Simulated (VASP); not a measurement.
# CuI3 (Pm-3m) in VASP: notebook

The runs below take CuI3 through single point, with PBE+U.

All numbers are computed with VASP 6.6.1; they aren't measurements. Logs are shortened: lines on timing, memory, paths and dates and some standing lists are left out, and cuts for length are marked.

**1. The cell of the first run**

Symmetry: Pm-3m, No. 221, cubic system. The conventional cell has a = 5.590 Å, b = 5.590 Å, c = 5.590 Å, α = 90.00°, β = 90.00°, γ = 90.00°. Within 3.7 Å of Cu (site symmetry m-3m) lie 6 I at 2.79 Å. Within 3.7 Å of I (site symmetry 4/mmm) lie 2 Cu at 2.79 Å.

**2. Single point, PBE+U, collinear spin, zero start (43.66 Å³/atom)**

Input file INCAR:

```
SYSTEM = CuI3
PREC = Accurate ; ENCUT = 520
EDIFF = 1E-7 ; ISMEAR = 0
SIGMA = 0.05 ; LREAL = .False.
LASPH = .True. ; NELM = 150
ALGO = Normal ; ISIF = 2
LWAVE = .False. ; LCHARG = .False.
ISPIN = 2 ; MAGMOM = 0 0 0 0
LORBIT = 11 ; LMAXMIX = 4
LDAU = .True. ; LDAUTYPE = 2
LDAUL = 2 -1 ; LDAUU = 4 0
LDAUJ = 0 0 ; LDAUPRINT = 1
GGA = PE ; NBANDS = 28
```

Input file KPOINTS:

```
regular mesh
0
Gamma
  6 6 6
  0 0 0
```

Input file POSCAR:

```
CuI3
1.0
    5.5896892156      0.0000000000      0.0000000000
    0.0000000000      5.5896892156      0.0000000000
    0.0000000000      0.0000000000      5.5896892156
Cu I
1 3
Direct
    0.0000000000      0.0000000000      0.0000000000
    0.5000000000      0.0000000000      0.0000000000
    0.0000000000      0.0000000000      0.5000000000
    0.0000000000      0.5000000000      0.0000000000
```

Potentials or basis: VASP PAW PBE potentials, release 64 (Cu, I).

Started as:

```console
$ cat potpaw_PBE.64/Cu/POTCAR potpaw_PBE.64/I/POTCAR > POTCAR
$ mpirun -np 1 vasp_std > vasp.out
```

OUTCAR:

```text
SYSTEM = CuI3
   PREC = Accurate
   ENCUT = 520
   EDIFF = 1E-7
   ISMEAR = 0
   LREAL = .False.
   LASPH = .True.
   NELM = 150
   ISIF = 2
   ISPIN = 2
   LORBIT = 11
   GGA = PE

 ion  position               nearest neighbor table
   1  0.000  0.000  0.000-   2 2.79   3 2.79   4 2.79   3 2.79   4 2.79   2 2.79
   2  0.500  0.000  0.000-   1 2.79   1 2.79
   3  0.000  0.000  0.500-   1 2.79   1 2.79
   4  0.000  0.500  0.000-   1 2.79   1 2.79

  LATTYP: Found a simple cubic cell.
 ALAT       =     5.5896892156

  Lattice vectors:

 A1 = (   5.5896892156,   0.0000000000,   0.0000000000)
 A2 = (   0.0000000000,   5.5896892156,   0.0000000000)
 A3 = (   0.0000000000,   0.0000000000,   5.5896892156)

Analysis of symmetry for initial positions (statically):
=====================================================================
 Subroutine PRICEL returns:
 Original cell was already a primitive cell.

 Routine SETGRP: Setting up the symmetry group for a
 simple cubic supercell.

 Subroutine GETGRP returns: Found 48 space group operations
 (whereof 48 operations were pure point group operations)
 out of a pool of 48 trial point group operations.

The static configuration has the point symmetry O_h .

Analysis of symmetry for dynamics (positions and initial velocities):
=====================================================================
 Subroutine PRICEL returns:
 Original cell was already a primitive cell.

 Routine SETGRP: Setting up the symmetry group for a
 simple cubic supercell.

 Subroutine GETGRP returns: Found 48 space group operations
 (whereof 48 operations were pure point group operations)
 out of a pool of 48 trial point group operations.

The dynamic configuration has the point symmetry O_h .

Analysis of structural, dynamic, and magnetic symmetry:
=====================================================================
 Subroutine PRICEL returns:
 Original cell was already a primitive cell.

 Routine SETGRP: Setting up the symmetry group for a
 simple cubic supercell.

 Subroutine GETGRP returns: Found 48 space group operations
 (whereof 48 operations were pure point group operations)
 out of a pool of 48 trial point group operations.

The overall configuration has the point symmetry O_h .

 Subroutine INISYM returns: Found 48 space group operations
 (whereof 48 operations are pure point group operations),
 and found     1 'primitive' translations

----------------------------------------------------------------------------------------

                                     Primitive cell

  volume of cell :     174.6477

  direct lattice vectors                    reciprocal lattice vectors
[... 162 lines left out ...]
  o =  0.9569  v =  0.0000 -0.0003 -0.0000  1.0000 -0.0000  0.0000  0.0000  0.0000  0.0000  0.0000      0.0000  0.0000  0.0000  0.0000  0.0000  0.0000  0.0000  0.0000  0.0000  0.0000

 number of electron      32.0000029 magnetization      -0.0000026

 Free energy of the ion-electron system (eV)
  ---------------------------------------------------
  ext. energy  EPLUGINS =         0.00000000
  ---------------------------------------------------
  free energy    TOTEN  =        -6.44034860 eV

  energy without entropy =       -6.43563967  energy(sigma->0) =       -6.43799413

 E-fermi :   0.8417     XC(G=0):  -7.2949

 val. band max:        0.8351626961   @ k =   0.3333   0.3333   0.3333
 cond. band min:       0.8768438257   @ k =   0.5000   0.5000   0.3333
 fundamental gap:      0.0416811295
 Fermi energy:         0.8417057682

 spin component 1

 k-point     1 :       0.0000    0.0000    0.0000
  band No.  band energies     occupation
      1     -11.4510      1.00000
      2     -10.4677      1.00000
      3     -10.4677      1.00000
      4      -2.2886      1.00000
      5      -2.2886      1.00000
      6      -2.2886      1.00000
[... 609 lines left out ...]
     27      10.0464      0.00000
     28      10.0464      0.00000
 Fermi energy:         0.8417057682

 spin component 2

 k-point     1 :       0.0000    0.0000    0.0000
  band No.  band energies     occupation
      1     -11.4510      1.00000
      2     -10.4677      1.00000
      3     -10.4677      1.00000
      4      -2.2886      1.00000
      5      -2.2886      1.00000
      6      -2.2886      1.00000
[... 609 lines left out ...]
     27      10.0464      0.00000
     28      10.0464      0.00000

------------------------ aborting loop because EDIFF is reached ----------------------------------------

  FORCE on cell =-STRESS in cart. coord.  units (eV):
  Direction    XX          YY          ZZ          XY          YZ          ZX
  --------------------------------------------------------------------------------------
  -------------------------------------------------------------------------------------
  Total       -1.5978633     -1.5978633     -1.5978633     -0.0000000      0.0000000     -0.0000000
  in kB      -14.6584216    -14.6584216    -14.6584216     -0.0000000      0.0000000     -0.0000000
  external PRESSURE =     -14.6584216 kB  Pullay stress =       0.0000000 kB

 VOLUME and BASIS-vectors are now :
 -----------------------------------------------------------------------------
  energy-cutoff  :      520.00
  volume of cell :      174.65
      direct lattice vectors                 reciprocal lattice vectors
     5.589689216  0.000000000  0.000000000     0.178900823  0.000000000  0.000000000
     0.000000000  5.589689216  0.000000000     0.000000000  0.178900823  0.000000000
     0.000000000  0.000000000  5.589689216     0.000000000  0.000000000  0.178900823

 POSITION                                       TOTAL-FORCE (eV/Angst)
 -----------------------------------------------------------------------------------
      0.00000      0.00000      0.00000         0.000000      0.000000      0.000000
      2.79484      0.00000      0.00000         0.000000      0.000000      0.000000
      0.00000      0.00000      2.79484         0.000000      0.000000      0.000000
      0.00000      2.79484      0.00000         0.000000      0.000000      0.000000
 -----------------------------------------------------------------------------------
    total drift:                                0.000000     -0.000000     -0.000000

  FREE ENERGIE OF THE ION-ELECTRON SYSTEM (eV)
  ---------------------------------------------------
  free  energy   TOTEN  =        -6.4403485953 eV

  energy  without entropy=       -6.4356396707  energy(sigma->0) =       -6.43799413

 total charge

# of ion       s       p       d       tot
------------------------------------------
    1        0.301   0.219   9.330   9.850
    2        1.526   2.669   0.015   4.210
    3        1.526   2.669   0.015   4.210
    4        1.526   2.669   0.015   4.210
--------------------------------------------------
tot          4.879   8.226   9.376  22.481

 magnetization (x)

# of ion       s       p       d       tot
------------------------------------------
    1       -0.000   0.000  -0.000  -0.000
    2        0.000  -0.000   0.000  -0.000
    3        0.000  -0.000   0.000  -0.000
    4        0.000  -0.000   0.000  -0.000
--------------------------------------------------
tot          0.000  -0.000  -0.000  -0.000
```

OSZICAR:

```text
N       E                     dE             d eps       ncg     rms          rms(c)
DAV:   1     0.227513269927E+03    0.22751E+03   -0.11786E+04  2240   0.989E+02
DAV:   2     0.186311364247E+02   -0.20888E+03   -0.19085E+03  2396   0.218E+02
DAV:   3    -0.585995893654E+01   -0.24491E+02   -0.23521E+02  2720   0.855E+01
DAV:   4    -0.709849315967E+01   -0.12385E+01   -0.12305E+01  3196   0.189E+01
DAV:   5    -0.713206603229E+01   -0.33573E-01   -0.33566E-01  2936   0.348E+00    0.919E+00
DAV:   6    -0.859273708425E+01   -0.14607E+01   -0.17850E+01  2736   0.134E+02    0.926E+00
DAV:   7    -0.655308410602E+01    0.20397E+01   -0.52009E+00  3068   0.390E+01    0.350E+00
DAV:   8    -0.646482357016E+01    0.88261E-01   -0.11334E+00  3120   0.254E+01    0.221E+00
DAV:   9    -0.644016769405E+01    0.24656E-01   -0.38936E-01  3116   0.137E+01    0.116E+00
DAV:  10    -0.644117430058E+01   -0.10066E-02   -0.24482E-02  3372   0.260E+00    0.803E-01
DAV:  11    -0.644043526720E+01    0.73903E-03   -0.30896E-03  3432   0.114E+00    0.489E-01
DAV:  12    -0.644038034477E+01    0.54922E-04   -0.85044E-04  3024   0.131E-01    0.151E-01
DAV:  13    -0.644035875190E+01    0.21593E-04   -0.36817E-05  3484   0.989E-02    0.762E-02
DAV:  14    -0.644034571107E+01    0.13041E-04   -0.46019E-05  3196   0.178E-01    0.337E-02
DAV:  15    -0.644034852659E+01   -0.28155E-05   -0.15848E-05  2480   0.194E-02    0.167E-02
DAV:  16    -0.644034859534E+01   -0.68749E-07   -0.44020E-07  2740   0.640E-03
   1 F= -.64403486E+01 E0= -.64379941E+01  d E =-.470892E-02  mag=     0.0000
```

Wall time 2.9 min (1 thread of Intel Xeon Platinum 8259CL at 2.50GHz (Skylake/Cascade Lake), shared host); peak memory 0.39 GiB.

Results:

- Free energy: -6.4403 eV
- Pressure: -1.5 GPa
- Band gap on the k mesh: zero (filled and empty bands overlap)
- Net moment: 0.00 μB per cell
- Valence electrons inside the program's atomic spheres: Cu 9.85; I 4.21

Levels at points of the mesh, in eV from the Fermi level:
Spin up:
| k point | band 12 | band 13 | band 14 | band 15 | band 16 | band 17 | band 18 | band 19 | band 20 | band 21 |
| --- | --- | --- | --- | --- | --- | --- | --- | --- | --- | --- |
| (0.00, 0.00, 0.00) | -0.69 | -0.69 | -0.69 | -0.24 | -0.24 | -0.24 | 1.15 | 4.98 | 6.77 | 6.77 |
| (0.50, 0.00, 0.00) | -1.56 | -0.92 | -0.92 | -0.90 | -0.41 | -0.41 | 4.01 | 6.10 | 6.32 | 7.12 |
| (0.50, 0.50, 0.00) | -1.23 | -1.23 | -0.89 | -0.89 | 0.26 | 0.61 | 5.72 | 5.92 | 5.92 | 6.96 |
| (0.50, 0.50, 0.50) | -1.77 | 0.27 | 0.27 | 0.27 | 0.63 | 0.63 | 5.19 | 5.23 | 5.23 | 5.23 |
Spin down:
```
           k point  band 13  band 14  band 15  band 16  band 17  band 18  band 19  band 20
(0.00, 0.00, 0.00)    -0.69    -0.69    -0.24    -0.24    -0.24     1.15     4.98     6.77
(0.50, 0.00, 0.00)    -0.92    -0.92    -0.90    -0.41    -0.41     4.01     6.10     6.32
(0.50, 0.50, 0.00)    -1.23    -0.89    -0.89     0.26     0.61     5.72     5.92     5.92
(0.50, 0.50, 0.50)     0.27     0.27     0.27     0.63     0.63     5.19     5.23     5.23
```

Eigenvalues of the final occupation matrices:
| site | spin | trace | eigenvalues |
| --- | --- | --- | --- |
| site 1 d | 1 | 4.68 | 0.90 0.90 0.96 0.96 0.96 |
| site 1 d | 2 | 4.68 | 0.90 0.90 0.96 0.96 0.96 |

Caveat: spin-orbit coupling is left out, which moves the levels of the heavy elements.

**3. Single point, PBE+U, collinear spin, zero start (44.89 Å³/atom)**

This run uses another cell than the first one, of 44.89 Å³/atom.

Input file INCAR:

```
SYSTEM = CuI3
  PREC = Accurate
  ENCUT = 520
  EDIFF = 1E-6
  ISMEAR = 0
  SIGMA = 0.05
  LREAL = .False.
  LASPH = .True.
  NELM = 150
  ALGO = Normal
  ISIF = 2
  LWAVE = .False.
  LCHARG = .True.
  ISPIN = 2
  MAGMOM = 0 0 0 0
  LORBIT = 11
  LMAXMIX = 4
  LDAU = .True.
  LDAUTYPE = 2
  LDAUL = 2 -1
  LDAUU = 4 0
  LDAUJ = 0 0
  LDAUPRINT = 1
  GGA = PE
  LELF = .True.
  LVHAR = .True.
  NBANDS = 28
```

KPOINTS is that of step 2.

Input file POSCAR:

```
CuI3
1.0
    5.6414485421      0.0000000000      0.0000000000
    0.0000000000      5.6414485421      0.0000000000
    0.0000000000      0.0000000000      5.6414485421
Cu I
1 3
Direct
    0.0000000000      0.0000000000      0.0000000000
    0.5000000000      0.0000000000      0.0000000000
    0.0000000000      0.0000000000      0.5000000000
    0.0000000000      0.5000000000      0.0000000000
```

Potentials or basis: VASP PAW PBE potentials, release 64 (Cu, I).

Started as:

```console
$ cat potpaw_PBE.64/Cu/POTCAR potpaw_PBE.64/I/POTCAR > POTCAR
$ mpirun -np 1 vasp_std > vasp.out
```

OUTCAR:

```text
SYSTEM = CuI3
   PREC = Accurate
   ENCUT = 520
   EDIFF = 1E-6
   ISMEAR = 0
   LREAL = .False.
   LASPH = .True.
   NELM = 150
   ISIF = 2
   ISPIN = 2
   LORBIT = 11
   GGA = PE

 ion  position               nearest neighbor table
   1  0.000  0.000  0.000-   2 2.82   3 2.82   4 2.82   3 2.82   4 2.82   2 2.82
   2  0.500  0.000  0.000-   1 2.82   1 2.82
   3  0.000  0.000  0.500-   1 2.82   1 2.82
   4  0.000  0.500  0.000-   1 2.82   1 2.82

  LATTYP: Found a simple cubic cell.
 ALAT       =     5.6414485421

  Lattice vectors:

 A1 = (   5.6414485421,   0.0000000000,   0.0000000000)
 A2 = (   0.0000000000,   5.6414485421,   0.0000000000)
 A3 = (   0.0000000000,   0.0000000000,   5.6414485421)

Analysis of symmetry for initial positions (statically):
=====================================================================
[... 1495 lines left out ...]

 POSITION                                       TOTAL-FORCE (eV/Angst)
 -----------------------------------------------------------------------------------
      0.00000      0.00000      0.00000         0.000000      0.000000      0.000000
      2.82072      0.00000      0.00000         0.000000      0.000000      0.000000
      0.00000      0.00000      2.82072         0.000000      0.000000      0.000000
      0.00000      2.82072      0.00000         0.000000      0.000000      0.000000
 -----------------------------------------------------------------------------------
    total drift:                                0.000000     -0.000000     -0.000000

  FREE ENERGIE OF THE ION-ELECTRON SYSTEM (eV)
  ---------------------------------------------------
  free  energy   TOTEN  =        -6.3890712341 eV

  energy  without entropy=       -6.3840973688  energy(sigma->0) =       -6.38658430

 total charge

# of ion       s       p       d       tot
------------------------------------------
    1        0.293   0.207   9.332   9.832
    2        1.526   2.666   0.014   4.205
    3        1.526   2.666   0.014   4.205
    4        1.526   2.666   0.014   4.205
--------------------------------------------------
tot          4.870   8.203   9.374  22.448

 magnetization (x)

# of ion       s       p       d       tot
------------------------------------------
    1       -0.000   0.000   0.000   0.000
    2       -0.000  -0.000  -0.000  -0.000
    3       -0.000  -0.000  -0.000  -0.000
    4       -0.000  -0.000  -0.000  -0.000
--------------------------------------------------
tot         -0.000  -0.000   0.000   0.000
```

stdout:

```text
POSCAR found type information on POSCAR CuI
 POSCAR found :  2 types and       4 ions
 scaLAPACK will be used
 LDA part: xc-table for (Slater+PW92), standard interpolation
 POSCAR, INCAR and KPOINTS ok, starting setup
 FFT: planning ... GRIDC
 FFT: planning ... GRID_SOFT
 FFT: planning ... GRID
 WAVECAR not read
 entering main loop
```

It took 3.1 min on 1 thread of Intel Xeon Platinum 8259CL at 2.50GHz (Skylake/Cascade Lake), shared host; peak memory 0.39 GiB.

What came out:

- Free energy: -6.3891 eV
- Pressure: -1.9 GPa
- Band gap on the k mesh: zero (filled and empty bands overlap)
- Net moment: 0.00 μB per cell
- Valence electrons inside the program's atomic spheres: Cu 9.83; I 4.21

Levels at points of the mesh, in eV from the Fermi level:
Spin up:
| k point | band 12 | band 13 | band 14 | band 15 | band 16 | band 17 | band 18 | band 19 | band 20 | band 21 |
| --- | --- | --- | --- | --- | --- | --- | --- | --- | --- | --- |
| (0.00, 0.00, 0.00) | -0.65 | -0.65 | -0.65 | -0.23 | -0.23 | -0.23 | 1.15 | 5.00 | 6.82 | 6.82 |
| (0.50, 0.00, 0.00) | -1.49 | -0.87 | -0.87 | -0.85 | -0.39 | -0.39 | 3.93 | 6.14 | 6.34 | 7.16 |
| (0.50, 0.50, 0.00) | -1.17 | -1.17 | -0.85 | -0.85 | 0.25 | 0.57 | 5.60 | 5.92 | 5.92 | 6.99 |
| (0.50, 0.50, 0.50) | -1.69 | 0.26 | 0.26 | 0.26 | 0.59 | 0.59 | 5.23 | 5.23 | 5.23 | 5.28 |
Spin down:
```csv
k point,band 12,band 13,band 14,band 15,band 16,band 17,band 18,band 19,band 20,band 21
"(0.00, 0.00, 0.00)",-0.65,-0.65,-0.65,-0.23,-0.23,-0.23,1.15,5.00,6.82,6.82
"(0.50, 0.00, 0.00)",-1.49,-0.87,-0.87,-0.85,-0.39,-0.39,3.93,6.14,6.34,7.16
"(0.50, 0.50, 0.00)",-1.17,-1.17,-0.85,-0.85,0.25,0.57,5.60,5.92,5.92,6.99
"(0.50, 0.50, 0.50)",-1.69,0.26,0.26,0.26,0.59,0.59,5.23,5.23,5.23,5.28
```

Eigenvalues of the final occupation matrices:
| site | spin | trace | eigenvalues |
| --- | --- | --- | --- |
| site 1 d | 1 | 4.68 | 0.90 0.90 0.96 0.96 0.96 |
| site 1 d | 2 | 4.68 | 0.90 0.90 0.96 0.96 0.96 |

Caveat: spin-orbit coupling is left out, which moves the levels of the heavy elements.

[end of part 1 of 2]

The gap in the log of VASP goes by the Fermi energy; the results here count the filled bands.